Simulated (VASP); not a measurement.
# C in VASP: notebook

Runs on C. Level: PBE. Tasks: single point, relaxation of cell and atoms.

Everything below comes from runs of VASP 6.6.1. Logs are shortened: lines on timing, memory, paths and dates and some standing lists are left out, and cuts for length are marked.

### Step 1. The cell of the first run

Symmetry: Fd-3m, No. 227, cubic system. The conventional cell has a = 3.571 Å, b = 3.571 Å, c = 3.571 Å, α = 90.00°, β = 90.00°, γ = 90.00°. Within 2.1 Å of C (site symmetry -43m) lie 4 C at 1.55 Å.

### Step 2. Single point, PBE

The input, INCAR:

```
SYSTEM = C
PREC = Accurate
ENCUT = 520
EDIFF = 1E-7
ISMEAR = 0
SIGMA = 0.1
LREAL = .FALSE.
LASPH = .TRUE.
NELM = 80
ALGO = Normal
ISIF = 2
LWAVE = .FALSE.
LCHARG = .FALSE.
GGA = PE
NBANDS = 11
```

The input, KPOINTS:

```
Automatic mesh
0
G
  8 8 8
  0 0 0
```

The input, POSCAR:

```
C
1.0
    0.0000000000      1.7857294603      1.7857294603
    1.7857294603      0.0000000000      1.7857294603
    1.7857294603      1.7857294603      0.0000000000
C
2
Direct
    0.5000000000      0.5000000000      0.5000000000
    0.7500000000      0.7500000000      0.7500000000
```

Potentials or basis: VASP PAW PBE potentials, release 64 (C).

The run is started by

```bash
$ cat potpaw_PBE.64/C/POTCAR > POTCAR
$ mpirun -np 1 vasp_std > vasp.out
```

OUTCAR:

```text
SYSTEM = C
   PREC = Accurate
   ENCUT = 520
   EDIFF = 1E-7
   ISMEAR = 0
   LREAL = .FALSE.
   LASPH = .TRUE.
   NELM = 80
   ISIF = 2
   GGA = PE

 ion  position               nearest neighbor table
   1  0.500  0.500  0.500-   2 1.55   2 1.55   2 1.55   2 1.55
   2  0.750  0.750  0.750-   1 1.55   1 1.55   1 1.55   1 1.55

  LATTYP: Found a face centered cubic cell.
 ALAT       =     3.5714589206

  Lattice vectors:

 A1 = (   0.0000000000,   1.7857294603,   1.7857294603)
 A2 = (   1.7857294603,   0.0000000000,   1.7857294603)
 A3 = (   1.7857294603,   1.7857294603,   0.0000000000)

Analysis of symmetry for initial positions (statically):
=====================================================================
 Subroutine PRICEL returns:
 Original cell was already a primitive cell.

 Routine SETGRP: Setting up the symmetry group for a
 face centered cubic supercell.

 Subroutine GETGRP returns: Found 48 space group operations
 (whereof 24 operations were pure point group operations)
 out of a pool of 48 trial point group operations.

The static configuration has the point symmetry T_d .
 The point group associated with its full space group is O_h .

Analysis of symmetry for dynamics (positions and initial velocities):
=====================================================================
 Subroutine PRICEL returns:
 Original cell was already a primitive cell.

 Routine SETGRP: Setting up the symmetry group for a
 face centered cubic supercell.

 Subroutine GETGRP returns: Found 48 space group operations
 (whereof 24 operations were pure point group operations)
 out of a pool of 48 trial point group operations.

The dynamic configuration has the point symmetry T_d .
 The point group associated with its full space group is O_h .

 Subroutine INISYM returns: Found 48 space group operations
 (whereof 24 operations are pure point group operations),
 and found     1 'primitive' translations

----------------------------------------------------------------------------------------

                                     Primitive cell

  volume of cell :      11.3888

  direct lattice vectors                    reciprocal lattice vectors
     0.000000000  1.785729460  1.785729460    -0.279997621  0.279997621  0.279997621
     1.785729460  0.000000000  1.785729460     0.279997621 -0.279997621  0.279997621
     1.785729460  1.785729460  0.000000000     0.279997621  0.279997621 -0.279997621

  length of vectors
     2.525402821  2.525402821  2.525402821     0.484970105  0.484970105  0.484970105

  position of ions in fractional coordinates (direct lattice)
     0.500000000  0.500000000  0.500000000
     0.750000000  0.750000000  0.750000000

  ion indices of the primitive-cell ions
   primitive index   ion index
                 1           1
                 2           2

----------------------------------------------------------------------------------------

 KPOINTS: Automatic mesh

Automatic generation of k-mesh.
 Grid dimensions read from file:
 generate k-points for:    8    8    8

 Generating k-lattice:

  Cartesian coordinates                     Fractional coordinates (reciprocal lattice)
    -0.034999703  0.034999703  0.034999703     0.125000000  0.000000000  0.000000000
     0.034999703 -0.034999703  0.034999703     0.000000000  0.125000000  0.000000000
     0.034999703  0.034999703 -0.034999703     0.000000000  0.000000000  0.125000000

  Length of vectors
     0.060621263  0.060621263  0.060621263

  Shift w.r.t. Gamma in fractional coordinates (k-lattice)
     0.000000000  0.000000000  0.000000000

 Subroutine IBZKPT returns following result:
 ===========================================

 Found     29 irreducible k-points:

 Following reciprocal coordinates:
            Coordinates               Weight
  0.000000  0.000000  0.000000      1.000000
  0.125000  0.000000  0.000000      8.000000
  0.250000  0.000000  0.000000      8.000000
  0.375000  0.000000  0.000000      8.000000
  0.500000  0.000000  0.000000      4.000000
  0.125000  0.125000  0.000000      6.000000
[... 16 lines left out ...]
  0.500000  0.250000  0.125000     48.000000
 -0.375000  0.250000  0.125000     24.000000
 [... further k-points ...]
   k-points           NKPTS =     29   k-points in BZ     NKDIM =     29   number of bands    NBANDS=     11
   number of dos      NEDOS =    301   number of ions     NIONS =      2
   total plane-waves  NPLWV =   8000
   dimension x,y,z NGX =    20 NGY =   20 NGZ =   20
   dimension x,y,z NGXF=    40 NGYF=   40 NGZF=   40
   ions per type =               2
   NGX,Y,Z   is equivalent  to a cutoff of  13.17, 13.17, 13.17 a.u.
   NGXF,Y,Z  is equivalent  to a cutoff of  26.33, 26.33, 26.33 a.u.
 SYSTEM =  C
   PREC   = accura    normal or accurate (medium, high low for compatibility)
   ISTART =      0    job   : 0-new  1-cont  2-samecut
   ICHARG =      2    charge: 1-file 2-atom 10-const
   ISPIN  =      1    spin polarized calculation?
   LNONCOLLINEAR =      F non collinear calculations
   LSORBIT =      F    spin-orbit coupling
   LASPH  =      T    aspherical Exc in radial PAW
   ENCUT  =  520.0 eV  38.22 Ry    6.18 a.u.   4.70  4.70  4.70*2*pi/ulx,y,z
   NELM   =     80;   NELMIN=  2; NELMDL= -5     # of ELM steps
   EDIFF  = 0.1E-06   stopping-criterion for ELM
   LREAL  =      F    real-space projection
   EDIFFG = 0.1E-05   stopping-criterion for IOM
   NSW    =      0    number of steps for IOM
   IBRION =     -1    ionic relax: 0-MD 1-quasi-New 2-CG
   NFREE  =      0    steps in history (QN), initial steepest desc. (CG)
   ISIF   =      2    stress and relaxation
   ISYM   =      2    0-nonsym 1-usesym 2-fastsym
   POTIM  = 0.5000    time-step for ionic-motion
   TEBEG  =    0.0;   TEEND  =   0.0 temperature during run
   PSTRESS=    0.0 pullay stress
   NELECT =       8.0000    total number of electrons
   NUPDOWN=      -1.0000    fix difference up-down
   EMIN   =  10.00;   EMAX   =-10.00  energy-range for DOS
   EFERMI =   0.00;   METHOD = LEGACY
   ISMEAR =     0;   SIGMA  =   0.10  broadening in eV -4-tet -1-fermi 0-gaus
   EFERMI_NEDOS =   21; number of points for ismear=-14 and -15
   IALGO  =     38    algorithm
   IMIX   =      4    mixing-type and parameters
     AMIX     =   0.40;   BMIX     =  1.00
     AMIX_MAG =   1.60;   BMIX_MAG =  1.00
  volume/ion in A,a.u.               =       5.69        38.43
  Fermi-wavevector in a.u.,A,eV,Ry     =   1.455278  2.750076 28.814864  2.117833
  Thomas-Fermi vector in A             =   2.572331
   LORBIT       =      0    0 simple, 1 ext, 2 COOP (PROOUT), +10 PAW based schemes
   GGA     = PE    functional components
   LHFCALC =     F    Hartree Fock is set to
   AEXX    =    0.0000 exact exchange contribution
   IVDW    =     0    specifies the selected vdW correction
   LEPSILON=     F    determine dielectric tensor
   LRPA    =     F    only Hartree local field effects (RPA)
 non-spin polarized calculation
 Gauss-broadening in eV      SIGMA  =   0.10
  energy-cutoff  :      520.00
  volume of cell :       11.39
 maximum number of plane-waves:       331
   NGX =  9   NGY =  9   NGZ =  9

 number of electron       7.9999999 magnetization

 Free energy of the ion-electron system (eV)
  ---------------------------------------------------
  ext. energy  EPLUGINS =         0.00000000
  ---------------------------------------------------
  free energy    TOTEN  =       -18.18498084 eV

  energy without entropy =      -18.18498084  energy(sigma->0) =      -18.18498084

 E-fermi :  10.1058     XC(G=0): -13.2308

 val. band max:        9.6730044289   @ k =   0.0000   0.0000   0.0000
 cond. band min:      13.7966282879   @ k =   0.3750   0.3750   0.0000
 fundamental gap:      4.1236238590
 Fermi energy:        10.1057675128

 k-point     1 :       0.0000    0.0000    0.0000
  band No.  band energies     occupation
      1     -11.7511      2.00000
      2       9.6730      2.00000
      3       9.6730      2.00000
      4       9.6730      2.00000
      5      15.2520      0.00000
      6      15.2520      0.00000
      7      15.2520      0.00000
      8      22.9142      0.00000
      9      28.9161      0.00000
     10      36.1638      0.00000
     11      36.1638      0.00000

 k-point     2 :       0.1250    0.0000    0.0000
  band No.  band energies     occupation
      1     -11.3199      2.00000
      2       7.2655      2.00000
      3       9.0235      2.00000
      4       9.0235      2.00000
      5      16.1070      0.00000
      6      16.1070      0.00000
      7      16.5284      0.00000
      8      23.2891      0.00000
      9      29.5663      0.00000
     10      33.1185      0.00000
     11      33.1185      0.00000

 k-point     3 :       0.2500    0.0000    0.0000
  band No.  band energies     occupation
      1     -10.0402      2.00000
      2       3.1007      2.00000
      3       7.9342      2.00000
      4       7.9342      2.00000
      5      17.4436      0.00000
      6      17.4436      0.00000
      7      17.7817      0.00000
      8      24.2454      0.00000
      9      30.3336      0.00000
     10      32.0374      0.00000
     11      32.0374      0.00000

 k-point     4 :       0.3750    0.0000    0.0000
  band No.  band energies     occupation
      1      -7.9807      2.00000
      2      -0.9691      2.00000
      3       7.1549      2.00000
      4       7.1549      2.00000
      5      18.0404      0.00000
      6      18.0404      0.00000
      7      18.3212      0.00000
      8      25.0943      0.00000
      9      30.7791      0.00000
     10      33.6360      0.00000
     11      33.6360      0.00000

 k-point     5 :       0.5000    0.0000    0.0000
  band No.  band energies     occupation
      1      -5.9978      2.00000
      2      -3.6552      2.00000
      3       6.8835      2.00000
      4       6.8835      2.00000
      5      18.1158      0.00000
      6      18.1158      0.00000
      7      18.4674      0.00000
      8      25.3345      0.00000
      9      31.5143      0.00000
     10      33.7763      0.00000
     11      35.5588      0.00000
[... 211 lines left out ...]
 k-point    21 :       0.5000    0.5000    0.0000
  band No.  band energies     occupation
      1      -3.0623      2.00000
      2      -3.0623      2.00000
      3       3.3991      2.00000
      4       3.3991      2.00000
      5      14.4232      0.00000
      6      14.4232      0.00000
      7      26.4217      0.00000
      8      26.4217      0.00000
      9      32.8380      0.00000
     10      32.8380      0.00000
     11      41.9724      0.00000

 k-point    22 :       0.3750    0.2500    0.1250
  band No.  band energies     occupation
      1      -8.9178      2.00000
      2       3.1785      2.00000
      3       4.1924      2.00000
      4       6.7957      2.00000
      5      16.2295      0.00000
      6      19.6854      0.00000
      7      21.2125      0.00000
      8      21.3866      0.00000
      9      30.2821      0.00000
     10      31.2084      0.00000
     11      35.3295      0.00000

 k-point    23 :       0.5000    0.2500    0.1250
  band No.  band energies     occupation
      1      -6.8987      2.00000
      2      -0.1459      2.00000
      3       3.4144      2.00000
      4       5.6073      2.00000
      5      17.6219      0.00000
      6      19.2828      0.00000
      7      22.0181      0.00000
      8      22.9796      0.00000
      9      29.8123      0.00000
     10      31.9284      0.00000
     11      35.7642      0.00000

 k-point    24 :      -0.3750    0.2500    0.1250
  band No.  band energies     occupation
      1      -4.9889      2.00000
      2      -2.6509      2.00000
      3       3.3784      2.00000
      4       5.0041      2.00000
      5      17.9593      0.00000
      6      19.0876      0.00000
      7      22.6731      0.00000
      8      24.4928      0.00000
      9      27.9641      0.00000
     10      33.5176      0.00000
     11      35.9537      0.00000

 [... further k-points ...]

------------------------ aborting loop because EDIFF is reached ----------------------------------------

  FORCE on cell =-STRESS in cart. coord.  units (eV):
  Direction    XX          YY          ZZ          XY          YZ          ZX
  --------------------------------------------------------------------------------------
  -------------------------------------------------------------------------------------
  Total        0.0506038      0.0506038      0.0506038      0.0000000      0.0000000      0.0000000
  in kB        7.1189694      7.1189694      7.1189694      0.0000000      0.0000000      0.0000000
  external PRESSURE =       7.1189694 kB  Pullay stress =       0.0000000 kB

 VOLUME and BASIS-vectors are now :
 -----------------------------------------------------------------------------
  energy-cutoff  :      520.00
  volume of cell :       11.39
      direct lattice vectors                 reciprocal lattice vectors
     0.000000000  1.785729460  1.785729460    -0.279997621  0.279997621  0.279997621
     1.785729460  0.000000000  1.785729460     0.279997621 -0.279997621  0.279997621
     1.785729460  1.785729460  0.000000000     0.279997621  0.279997621 -0.279997621

 POSITION                                       TOTAL-FORCE (eV/Angst)
 -----------------------------------------------------------------------------------
      1.78573      1.78573      1.78573        -0.000000     -0.000000     -0.000000
      2.67859      2.67859      2.67859         0.000000      0.000000      0.000000
 -----------------------------------------------------------------------------------
    total drift:                                0.000000     -0.000000      0.000000

  FREE ENERGIE OF THE ION-ELECTRON SYSTEM (eV)
  ---------------------------------------------------
  free  energy   TOTEN  =       -18.1849808376 eV

  energy  without entropy=      -18.1849808376  energy(sigma->0) =      -18.18498084
```

Run time: 6.2 s. Hardware: 1 thread of Intel Xeon 8259CL, shared host; peak memory 0.12 GiB.

What came out:

- Free energy: -18.1850 eV
- Pressure: 0.7 GPa
- Band gap on the k mesh: 4.12 eV (least direct gap 5.58 eV)

Levels at points of the mesh, in eV from the valence-band top:
```csv
k point,band 2,band 3,band 4,band 5,band 6,band 7
"(0.00, 0.00, 0.00)",0.00,0.00,0.00,5.58,5.58,5.58
"(0.50, 0.00, 0.00)",-13.33,-2.79,-2.79,8.44,8.44,8.79
"(0.50, 0.50, 0.00)",-12.74,-6.27,-6.27,4.75,4.75,16.75
```

A k mesh can miss the band edges.

### Step 3. Single point, PBE

The input, INCAR:

```
SYSTEM = C
PREC = Accurate
ENCUT = 520
EDIFF = 1E-7
ISMEAR = 0
SIGMA = 0.02
LREAL = .False.
LASPH = .True.
NELM = 100
ALGO = Normal
ISIF = 2
LWAVE = .False.
LCHARG = .False.
GGA = PE
NBANDS = 11
```

The input, KPOINTS:

```
Automatic mesh
0
Gamma
  12 12 12
  0 0 0
```

POSCAR is that of step 2.

Potentials or basis: VASP PAW PBE potentials, release 64 (C).

The run is started by

```bash
$ cat potpaw_PBE.64/C/POTCAR > POTCAR
$ mpirun -np 1 vasp_std > vasp.out
```

Wall time 12 s (1 thread of Intel Xeon 8259CL, shared host); peak memory 0.12 GiB.

The run converged. Its results:

```yaml
Free_energy: -18.1858 eV
Pressure: 0.7 GPa
Band_gap_on_the_k_mesh: 4.14 eV (least direct gap 5.58 eV)
```

Levels at points of the mesh, in eV from the valence-band top:
| k point | band 2 | band 3 | band 4 | band 5 | band 6 | band 7 |
| --- | --- | --- | --- | --- | --- | --- |
| (0.00, 0.00, 0.00) | 0.00 | 0.00 | 0.00 | 5.58 | 5.58 | 5.58 |
| (0.50, 0.00, 0.00) | -13.33 | -2.79 | -2.79 | 8.44 | 8.44 | 8.79 |
| (0.50, 0.50, 0.00) | -12.74 | -6.27 | -6.27 | 4.75 | 4.75 | 16.75 |

A k mesh can miss the band edges.

### Step 4. Relaxation of cell and atoms, PBE

The input, INCAR:

```
PREC = Accurate
ENCUT = 600
EDIFF = 1E-6
ISMEAR = 0
SIGMA = 0.02
LREAL = F
LASPH = T
NELM = 80
ALGO = Normal
ISIF = 3
LWAVE = F
LCHARG = F
GGA = PE
IBRION = 2
NSW = 100
EDIFFG = -0.01
```

The input, KPOINTS:

```
regular mesh
0
Gamma
  12 12 12
```

POSCAR is that of step 3.

The run is started by

```bash
$ cat potpaw_PBE.64/C/POTCAR > POTCAR
$ mpirun -np 1 vasp_std > vasp.out
```

It took 9.1 s on 1 thread of Intel Xeon 8259CL, shared host; peak memory 0.12 GiB.

Results (log left out):

- Free energy: -18.1905 eV
- Pressure after relaxing: 0.0 GPa
- Band gap on the k mesh: 4.14 eV (least direct gap 5.58 eV)

Final structure:
```
C
1.0
     0.00000    1.78573    1.78573
     1.78573    0.00000    1.78573
     1.78573    1.78573    0.00000
C
2
Direct
  0.50000 0.50000 0.50000
  0.75000 0.75000 0.75000
```

Levels at points of the mesh, in eV from the valence-band top:
| k point | band 1 | band 2 | band 3 | band 4 | band 5 | band 6 | band 7 | band 8 |
| --- | --- | --- | --- | --- | --- | --- | --- | --- |
| (0.00, 0.00, 0.00) | -21.42 | 0.00 | 0.00 | 0.00 | 5.58 | 5.58 | 5.58 | 13.24 |
| (0.50, 0.00, 0.00) | -15.67 | -13.33 | -2.79 | -2.79 | 8.44 | 8.44 | 8.79 | 15.66 |
| (0.50, 0.50, 0.00) | -12.74 | -12.74 | -6.27 | -6.27 | 4.75 | 4.75 | 16.74 | 16.74 |

Caveat: the relaxation stopped at its first step, so nothing moved.

### Step 5. Single point, PBE

This run uses another cell than the first one: it holds 8 atoms, not 2.

The input, INCAR:

```
SYSTEM = C
PREC = Accurate
ENCUT = 520
EDIFF = 1E-7
ISMEAR = 0
SIGMA = 0.2
LREAL = .False.
LASPH = .True.
NELM = 60
ALGO = Normal
ISIF = 2
LWAVE = .False.
LCHARG = .False.
GGA = PE
NBANDS = 26
```

The input, KPOINTS:

```
Automatic mesh
0
Gamma
  8 6 6
  0 0 0
```

The input, POSCAR:

```
C
1.0
   -1.2630795936     -0.9142807501      1.9866649074
   -3.7877274943      0.9150494342     -1.9870367128
    1.2623979208     -3.4415102868     -2.3863131103
C
8
Direct
    0.3437558437      1.0312495111      0.9374978961
    0.8437592710      0.5312610859      0.9375055256
    0.5937501525      0.7812442999      0.4375016439
    0.0937439078      0.2812444433      0.4374979906
    0.6562410901      0.4687466264      0.5625012279
    0.1562433855     -0.0312565405      0.5624942849
    0.4062555492      0.7187596984      0.0625058654
    0.9062508001      0.2187508754      0.0624955656
```

The run is started by

```bash
$ cat potpaw_PBE.64/C/POTCAR > POTCAR
$ mpirun -np 1 vasp_std > vasp.out
```

It took 3.7 min on 1 thread of Intel Xeon 8259CL, shared host; peak memory 0.24 GiB.

Results (log left out):

| Property | Result |
| --- | --- |
| Free energy | -72.7426 eV |
| Pressure | 0.7 GPa |
| Band gap on the k mesh | 4.14 eV |

Levels at points of the mesh, in eV from the valence-band top:
```tsv
k point	band 14	band 15	band 16	band 17	band 18	band 19
(0.00, 0.00, 0.00)	0.00	0.00	0.00	5.58	5.58	5.58
(0.50, 0.00, 0.00)	-6.26	-4.07	-4.07	7.51	7.51	7.95
(0.00, 0.50, 0.00)	-2.86	-2.03	-2.03	5.82	5.82	6.83
(0.50, 0.50, 0.00)	-4.86	-2.79	-2.79	4.75	4.75	6.07
(0.00, 0.00, 0.50)	-1.74	-1.74	-1.74	4.75	4.75	7.77
(0.50, 0.00, 0.50)	-6.26	-4.07	-4.07	7.51	7.52	7.95
(0.00, 0.50, 0.50)	-4.35	-1.83	-1.83	5.16	5.16	8.10
(0.50, 0.50, 0.50)	-4.86	-2.79	-2.79	4.75	4.75	6.07
```

### Step 6. Overview

```csv
task,cell,k mesh,cutoff (eV),smearing,gap on the mesh (eV),pressure (GPa)
single point,"a = 2.525 Å, angles 60.0°, 2 atoms, atomic positions A",8 × 8 × 8,520,gaussian 0.1 eV,4.12,0.7
single point,"a = 2.525 Å, angles 60.0°, 2 atoms, atomic positions A",12 × 12 × 12,520,gaussian 0.02 eV,4.14,0.7
relaxation of cell and atoms,"relaxed from a = 2.525 Å, angles 60.0°, 2 atoms, atomic positions A",12 × 12 × 12,600,gaussian 0.02 eV,4.14,0.0
single point,"a = 2.525, b = 4.374, c = 4.374 Å, angles 99.6, 106.8, 90.0°, 8 atoms, atomic positions B",8 × 6 × 6,520,gaussian 0.2 eV,4.14,0.7
```

Alike in all rows: level PBE; potentials or basis VASP PAW PBE potentials, release 64 (C); no spin polarisation.

Caveats: the relaxation stopped at its first step, so nothing moved (at least some runs).

Total energies depend on the potentials used, so only differences within one code and one set of settings carry meaning.
